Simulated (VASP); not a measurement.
# Hf (Im-3m) in VASP: a series of runs, part 3 of 3

VASP 6.6.1. The steps go on from the part before.

### 6 Single point, RPBE

Input file INCAR:

```
PREC     = Accurate       # precision mode
ENCUT    = 520            # plane-wave cutoff, eV
EDIFF    = 1E-6           # SCF threshold, eV
ISMEAR   = -1             # smearing method
SIGMA    = 0.1            # smearing width, eV
LREAL    = False          # projectors in reciprocal space
LASPH    = True           # aspherical terms in the spheres
NELM     = 80             # most SCF steps
ALGO     = Normal         # electronic algorithm
ISIF     = 2              # what is computed and relaxed
LWAVE    = False          # write WAVECAR
LCHARG   = True           # write CHGCAR
GGA      = RP             # functional
LELF     = True           # ELF
LVHAR    = True         
NBANDS   = 11             # bands
```

Input file KPOINTS:

```
Automatic mesh
0
Gamma
  14 14 14
```

Input file POSCAR:

```
Hf
1.0
   -1.7919242752      1.7919242752      1.7919242752
    1.7919242752     -1.7919242752      1.7919242752
    1.7919242752      1.7919242752     -1.7919242752
Hf
1
Direct
    0.0000000000      0.0000000000      0.0000000000
```

Potentials or basis: VASP PAW PBE potentials, release 64 (Hf_pv).

Launch:

```bash
$ cat potpaw_PBE.64/Hf_pv/POTCAR > POTCAR
$ mpirun -np 1 vasp_std > vasp.out
```

OUTCAR:

```text
PREC = Accurate
   ENCUT = 520
   EDIFF = 1E-6
   ISMEAR = -1
   LREAL = False
   LASPH = True
   NELM = 80
   ISIF = 2
   GGA = RP

 ion  position               nearest neighbor table
   1  0.000  0.000  0.000-

  LATTYP: Found a body centered cubic cell.
 ALAT       =     3.5838485504

  Lattice vectors:

 A1 = (  -1.7919242752,   1.7919242752,   1.7919242752)
 A2 = (   1.7919242752,  -1.7919242752,   1.7919242752)
[... 503 lines left out ...]
  band No.  band energies     occupation
      1     -26.0635      2.00000
      2     -25.9507      2.00000
      3     -25.5911      2.00000
      4       2.8737      2.00000
      5       3.8837      1.99526
      6       4.1186      1.95144
      7       8.8472      0.00000
      8       9.3265      0.00000
      9      11.7750      0.00000
     10      14.1462      0.00000
     11      15.5285      0.00000

 [... further k-points ...]
[... 5 lines left out ...]
  --------------------------------------------------------------------------------------
  -------------------------------------------------------------------------------------
  Total       -0.0547951     -0.0547951     -0.0547951      0.0000000     -0.0000000      0.0000000
  in kB       -3.8144639     -3.8144639     -3.8144639      0.0000000     -0.0000000      0.0000000
  external PRESSURE =      -3.8144639 kB  Pullay stress =       0.0000000 kB

 VOLUME and BASIS-vectors are now :
 -----------------------------------------------------------------------------
  energy-cutoff  :      520.00
  volume of cell :       23.02
      direct lattice vectors                 reciprocal lattice vectors
    -1.791924275  1.791924275  1.791924275     0.000000000  0.279029648  0.279029648
     1.791924275 -1.791924275  1.791924275     0.279029648  0.000000000  0.279029648
     1.791924275  1.791924275 -1.791924275     0.279029648  0.279029648  0.000000000

 POSITION                                       TOTAL-FORCE (eV/Angst)
 -----------------------------------------------------------------------------------
      0.00000      0.00000      0.00000        -0.000000      0.000000     -0.000000
 -----------------------------------------------------------------------------------
    total drift:                                0.000000      0.000000      0.000000

  FREE ENERGIE OF THE ION-ELECTRON SYSTEM (eV)
  ---------------------------------------------------
  free  energy   TOTEN  =        -9.3501943886 eV

  energy  without entropy=       -9.2830098689  energy(sigma->0) =       -9.31660213
```

OSZICAR:

```text
N       E                     dE             d eps       ncg     rms          rms(c)
DAV:   1     0.128561445015E+02    0.12856E+02   -0.56679E+03  2304   0.830E+02
DAV:   2    -0.922455369923E+01   -0.22081E+02   -0.21305E+02  2814   0.153E+02
DAV:   3    -0.968435627417E+01   -0.45980E+00   -0.45170E+00  2898   0.150E+01
DAV:   4    -0.968628776983E+01   -0.19315E-02   -0.19311E-02  2563   0.118E+00
DAV:   5    -0.968629966661E+01   -0.11897E-04   -0.11897E-04  2868   0.811E-02    0.445E+01
DAV:   6    -0.943437466276E+01    0.25193E+00   -0.22302E-01  2510   0.355E+00    0.259E+01
DAV:   7    -0.935424397774E+01    0.80131E-01   -0.31765E-01  2567   0.411E+00    0.114E+00
DAV:   8    -0.935018018480E+01    0.40638E-02   -0.21344E-02  2630   0.107E+00    0.157E-01
DAV:   9    -0.935018694776E+01   -0.67630E-05   -0.39759E-04  2913   0.160E-01    0.578E-02
DAV:  10    -0.935019546868E+01   -0.85209E-05   -0.42055E-05  2683   0.523E-02    0.278E-02
DAV:  11    -0.935019439177E+01    0.10769E-05   -0.58733E-06  2699   0.179E-02    0.269E-03
DAV:  12    -0.935019438857E+01    0.31996E-08   -0.90017E-08  1462   0.297E-03
   1 F= -.93501944E+01 E0= -.93166021E+01  d E =-.671845E-01
```

stdout:

```text
POSCAR found type information on POSCAR Hf
 POSCAR found :  1 types and       1 ions
 scaLAPACK will be used
 -----------------------------------------------------------------------------
|                                                                             |
|                                                                             |
|     You enforced a specific xc type in the INCAR file but a different       |
|     I HOPE YOU KNOW WHAT YOU ARE DOING!                                     |
|                                                                             |
 -----------------------------------------------------------------------------

 LDA part: xc-table for (Slater+PW92), standard interpolation
 POSCAR, INCAR and KPOINTS ok, starting setup
 FFT: planning ... GRIDC
 FFT: planning ... GRID_SOFT
 FFT: planning ... GRID
 WAVECAR not read
 entering main loop
```

Wall time 17 s (1 thread of AMD EPYC 7R13 (Zen 3), shared host); peak memory 0.13 GiB.

What came out:

| Item | Value |
| --- | --- |
| Free energy | -9.3502 eV |
| Pressure | -0.4 GPa |
| Band gap on the k mesh | zero (band 5 reaches 6.02 eV, above the bottom of band 6 at 3.74 eV) |

Caveat: the PAW data sets were made with another functional, which shifts forces and pressure a little; spin-orbit coupling is left out, which moves the levels of the heavy elements.

### 7 Summary

```tsv
cell	k mesh	gap on the mesh (eV)	pressure (GPa)
a = 3.104 Å, angles 109.5°, 1 atom	12 × 12 × 12	none	-0.4
a = 2.974 Å, angles 109.5°, 1 atom	14 × 14 × 14	none	14.5
a = 3.019 Å, angles 109.5°, 1 atom	14 × 14 × 14	none	8.6
a = 3.062 Å, angles 109.5°, 1 atom	14 × 14 × 14	none	3.7
a = 3.104 Å, angles 109.5°, 1 atom	14 × 14 × 14	none	-0.4
```

Alike in all rows: task single point; level RPBE; potentials or basis VASP PAW PBE potentials, release 64 (Hf_pv); no spin polarisation; cutoff (eV) 520; smearing fermi-dirac 0.1 eV.

Caveats: the PAW data sets were made with another functional, which shifts forces and pressure a little; spin-orbit coupling is left out, which moves the levels of the heavy elements.

Absolute energies hang on the potentials; compare differences alone.
